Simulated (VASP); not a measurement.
# WS2 (P-3m1) in VASP: further runs, part 2 of 2

VASP 6.6.1.

## Step 4: Single point, PBE+D3(BJ)

This run uses another cell than the first one, of 21.74 Å³/atom, 1.110 times its volume.

INCAR reads:

```
SYSTEM = WS2
PREC = Accurate
ENCUT = 520
EDIFF = 1E-7
ISMEAR = 0
SIGMA = 0.05
LREAL = .FALSE.
LASPH = .TRUE.
NELM = 100
ALGO = Normal
ISIF = 2
LWAVE = .FALSE.
LCHARG = .FALSE.
GGA = PE
IVDW = 12
NBANDS = 35
```

KPOINTS reads:

```
Automatic mesh
0
G
  10 10 3
  0 0 0
```

POSCAR reads:

```
WS2
1.0
   -3.1542061832      0.0000000000      0.0000000000
   -1.5771030916     -2.7316226834      0.0000000000
    0.0000000000      0.0000000000     15.1399091344
W S
2 4
Direct
    0.3333333333      0.3333333333      0.2004620541
    0.6666666667      0.6666666667      0.6013861622
    0.3333333333      0.3333333333      0.4973763619
    0.6666666667      0.6666666667      0.0964522537
    0.3333333333      0.3333333333      0.7053959626
    0.6666666667      0.6666666667      0.3044718544
```

Launch:

```bash
> cat potpaw_PBE.64/W_sv/POTCAR potpaw_PBE.64/S/POTCAR > POTCAR
> mpirun -np 1 vasp_std > vasp.out
```

It took 3 min on 1 thread of Intel Xeon 6975P-C, shared host; peak memory 0.32 GiB.

Results (log left out):

```
Free energy                : -49.5444 eV
Pressure                   : 0.1 GPa
Largest force              : 0.071 eV/Å
Band gap on the k mesh     : 1.42 eV, indirect (least direct gap 2.22 eV)
Dispersion energy per atom : -0.381 eV
```

Forces in eV/Å, atoms in the order of the input:
```
W    0.000  0.000  0.017
W    0.000  0.000 -0.017
S    0.000  0.000 -0.015
S    0.000  0.000 -0.071
S    0.000  0.000  0.071
S    0.000  0.000  0.015
```

Stress tensor (GPa, compression positive):
```
 0.20  0.00  0.00
 0.00  0.20  0.00
 0.00  0.00 -0.05
```

Levels at points of the mesh, in eV from the valence-band top:
| k point | band 22 | band 23 | band 24 | band 25 | band 26 | band 27 | band 28 | band 29 | band 30 | band 31 |
| --- | --- | --- | --- | --- | --- | --- | --- | --- | --- | --- |
| (0.00, 0.00, 0.00) | -2.01 | -1.98 | -1.98 | -0.79 | 0.00 | 2.50 | 2.50 | 2.52 | 2.52 | 2.61 |
| (0.50, 0.00, 0.00) | -2.61 | -1.71 | -1.59 | -1.45 | -1.35 | 2.54 | 2.57 | 2.88 | 3.05 | 3.45 |

Caveat: spin-orbit coupling is left out, which moves the levels of the heavy elements. A hybrid or GW would open this gap; PBE tends to underestimate it.

## Step 5: Single point, PBE+D3(BJ)

This run uses another cell than the first one, of 23.90 Å³/atom, 1.220 times its volume.

INCAR reads:

```
PREC = Accurate
ENCUT = 520
EDIFF = 1E-6
ISMEAR = 0
SIGMA = 0.05
LREAL = False
LASPH = True
NELM = 60
ALGO = Normal
ISIF = 2
LWAVE = False
LCHARG = False
GGA = PE
IVDW = 12
NBANDS = 35
```

KPOINTS reads:

```
Automatic mesh
0
Gamma
  10 10 3
```

POSCAR reads:

```
WS2
1.0
   -3.1542061832      0.0000000000      0.0000000000
   -1.5771030916     -2.7316226834      0.0000000000
    0.0000000000      0.0000000000     16.6399091344
W S
2 4
Direct
    0.3333333333      0.3333333333      0.1823914577
    0.6666666667      0.6666666667      0.5471743732
    0.3333333333      0.3333333333      0.4525405075
    0.6666666667      0.6666666667      0.0877575920
    0.3333333333      0.3333333333      0.6418082389
    0.6666666667      0.6666666667      0.2770253234
```

Launch:

```bash
> cat potpaw_PBE.64/W_sv/POTCAR potpaw_PBE.64/S/POTCAR > POTCAR
> mpirun -np 1 vasp_std > vasp.out
```

Wall time 3.1 min (1 thread of Intel Xeon 6975P-C, shared host); peak memory 0.34 GiB.

Results (log left out):

```yaml
Free_energy: -49.5127 eV
Pressure: 0.2 GPa
Largest_force: 0.060 eV/Å
Band_gap_on_the_k_mesh: 1.44 eV, indirect (least direct gap 2.22 eV)
Dispersion_energy_per_atom: -0.376 eV
```

Forces in eV/Å, atoms in the order of the input:
```
W    0.000  0.000  0.024
W    0.000  0.000 -0.024
S    0.000  0.000 -0.016
S    0.000  0.000 -0.060
S    0.000  0.000  0.060
S    0.000  0.000  0.016
```

Stress tensor (GPa, compression positive):
```
0.22 0.00 0.00
0.00 0.22 0.00
0.00 0.00 0.10
```

Levels at points of the mesh, in eV from the valence-band top:
| k point | band 23 | band 24 | band 25 | band 26 | band 27 | band 28 | band 29 | band 30 |
| --- | --- | --- | --- | --- | --- | --- | --- | --- |
| (0.00, 0.00, 0.00) | -1.97 | -1.97 | -0.76 | 0.00 | 2.51 | 2.51 | 2.53 | 2.53 |
| (0.50, 0.00, 0.00) | -1.71 | -1.58 | -1.45 | -1.34 | 2.55 | 2.57 | 2.89 | 3.06 |

Caveat: spin-orbit coupling is left out, which moves the levels of the heavy elements. A k mesh can miss the band edges.

## Step 6: Single point, PBE+D3(BJ)

This run uses another cell than the first one, of 26.05 Å³/atom, 1.330 times its volume.

INCAR reads:

```
SYSTEM = WS2
  PREC = Accurate
  ENCUT = 520
  EDIFF = 1E-6
  ISMEAR = 0
  SIGMA = 0.05
  LREAL = .False.
  LASPH = .True.
  NELM = 100
  ALGO = Normal
  ISIF = 2
  LWAVE = .False.
  LCHARG = .False.
  GGA = PE
  IVDW = 12
  NBANDS = 35
```

KPOINTS reads:

```
Automatic mesh
0
Gamma
  10 10 3
  0 0 0
```

POSCAR reads:

```
WS2
1.0
   -3.1542061832      0.0000000000      0.0000000000
   -1.5771030916     -2.7316226834      0.0000000000
    0.0000000000      0.0000000000     18.1399091344
W S
2 4
Direct
    0.3333333333      0.3333333333      0.1673093984
    0.6666666667      0.6666666667      0.5019281951
    0.3333333333      0.3333333333      0.4151196607
    0.6666666667      0.6666666667      0.0805008640
    0.3333333333      0.3333333333      0.5887367295
    0.6666666667      0.6666666667      0.2541179328
```

Potentials or basis: VASP PAW PBE potentials, release 64 (W_sv, S).

Launch:

```bash
> cat potpaw_PBE.64/W_sv/POTCAR potpaw_PBE.64/S/POTCAR > POTCAR
> mpirun -np 1 vasp_std > vasp.out
```

OUTCAR:

```text
SYSTEM = WS2
   PREC = Accurate
   ENCUT = 520
   EDIFF = 1E-6
   ISMEAR = 0
   LREAL = .False.
   LASPH = .True.
   NELM = 100
   ISIF = 2
   GGA = PE
   IVDW = 12
 IVDW          = 12

 ion  position               nearest neighbor table
   1  0.333  0.333  0.167-   4 2.41   6 2.41   4 2.41   6 2.41   4 2.41   6 2.41
   2  0.667  0.667  0.502-   3 2.41   5 2.41   3 2.41   5 2.41   3 2.41   5 2.41
   3  0.333  0.333  0.415-   2 2.41   2 2.41   2 2.41
   4  0.667  0.667  0.081-   1 2.41   1 2.41   1 2.41
   5  0.333  0.333  0.589-   2 2.41   2 2.41   2 2.41
   6  0.667  0.667  0.254-   1 2.41   1 2.41   1 2.41
[... 1125 lines left out ...]
  -------------------------------------------------------------------------------------
  Total       0.20845     0.20845     0.14649     0.00000     0.00000    -0.00000
  in kB       2.13682     2.13682     1.50165     0.00000     0.00000    -0.00000
  external pressure =        1.93 kB  Pullay stress =        0.00 kB

 VOLUME and BASIS-vectors are now :
 -----------------------------------------------------------------------------
  energy-cutoff  :      520.00
  volume of cell :      156.30
      direct lattice vectors                 reciprocal lattice vectors
    -3.154206183  0.000000000  0.000000000    -0.317036979  0.183041385  0.000000000
    -1.577103092 -2.731622683  0.000000000     0.000000000 -0.366082771  0.000000000
     0.000000000  0.000000000 18.139909134     0.000000000  0.000000000  0.055127068

 POSITION                                       TOTAL-FORCE (eV/Angst)
 -----------------------------------------------------------------------------------
     -1.57710     -0.91054      3.03498         0.000000      0.000000      0.026017
     -3.15421     -1.82108      9.10493        -0.000000     -0.000000     -0.026017
     -1.57710     -0.91054      7.53023         0.000000      0.000000     -0.016161
     -3.15421     -1.82108      1.46028        -0.000000     -0.000000     -0.056677
     -1.57710     -0.91054     10.67963         0.000000      0.000000      0.056677
     -3.15421     -1.82108      4.60968        -0.000000      0.000000      0.016161
 -----------------------------------------------------------------------------------
    total drift:                               -0.000000     -0.000000      0.000027

  FREE ENERGIE OF THE ION-ELECTRON SYSTEM (eV)
  ---------------------------------------------------
  free  energy   TOTEN  =       -49.4988062516 eV

  energy  without entropy=      -49.4988062516  energy(sigma->0) =      -49.49880625
```

Wall time 3.5 min (1 thread of Intel Xeon 6975P-C, shared host); peak memory 0.36 GiB.

Results:

```
Free energy                : -49.4988 eV
Largest force              : 0.057 eV/Å
Band gap on the k mesh     : 1.45 eV, indirect (least direct gap 2.22 eV)
Dispersion energy per atom : -0.373 eV
```

Forces on the atoms (eV/Å):
```
W    0.000  0.000  0.026
W    0.000  0.000 -0.026
S    0.000  0.000 -0.016
S    0.000  0.000 -0.057
S    0.000  0.000  0.057
S    0.000  0.000  0.016
```

Levels at points of the mesh, in eV from the valence-band top:
```csv
k point,band 23,band 24,band 25,band 26,band 27,band 28,band 29,band 30
"(0.00, 0.00, 0.00)",-1.97,-1.97,-0.75,0.00,2.51,2.51,2.53,2.53
"(0.50, 0.00, 0.00)",-1.70,-1.58,-1.44,-1.34,2.55,2.58,2.89,3.06
```

Caveat: spin-orbit coupling is left out, which moves the levels of the heavy elements.

## Step 7: Overview

```tsv
cell	gap on the mesh (eV)	pressure (GPa)	largest force (eV/Å)
a = 3.154, b = 3.154, c = 13.640 Å, angles 90.0, 90.0, 60.0°, 6 atoms	1.34	-0.1	0.11
a = 3.154, b = 3.154, c = 14.140 Å, angles 90.0, 90.0, 60.0°, 6 atoms	1.38	0.0	0.09
a = 3.154, b = 3.154, c = 15.140 Å, angles 90.0, 90.0, 60.0°, 6 atoms	1.42	0.1	0.07
a = 3.154, b = 3.154, c = 16.640 Å, angles 90.0, 90.0, 60.0°, 6 atoms	1.44	0.2	0.06
a = 3.154, b = 3.154, c = 18.140 Å, angles 90.0, 90.0, 60.0°, 6 atoms	1.45	-	0.06
```

Alike in all rows: task single point; level PBE+D3(BJ); potentials or basis VASP PAW PBE potentials, release 64 (W_sv, S); no spin polarisation; k mesh 10 × 10 × 3; cutoff (eV) 520; smearing gaussian 0.05 eV.

Caveats: spin-orbit coupling is left out, which moves the levels of the heavy elements.

Absolute energies hang on the potentials; compare differences alone.
